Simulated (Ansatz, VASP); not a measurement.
## Two plane-wave programs on Cs

```xyz
1
Lattice="5.0212 0.0000 0.0000 0.0000 5.0212 0.0000 0.0000 0.0000 5.0212" Properties=species:S:1:pos:R:3 pbc="T T T"
Cs    0.0000    0.0000    0.0000
```

Alike in both runs: task electric field gradients; functional PBE; k mesh 6 × 6 × 6; occupations fermi-dirac, width 0.05 eV; no spin polarisation.

|  | VASP | Ansatz |
| --- | --- | --- |
| version | VASP 6.6.1 | Ansatz 0.2.0 |
| potentials or method | VASP PAW PBE potentials, release 64 (Cs_sv) | PAW with Ansatz's default frozen-core files, scalar-relativistic |
| plane-wave cutoff (eV) | 520 | 420 |
| valence electrons in the cell | 9 | 9 |

```csv
,VASP,Ansatz,Ansatz less VASP
pressure (GPa),0.0,0.0,+0.01
```

Spin-orbit coupling is off throughout.
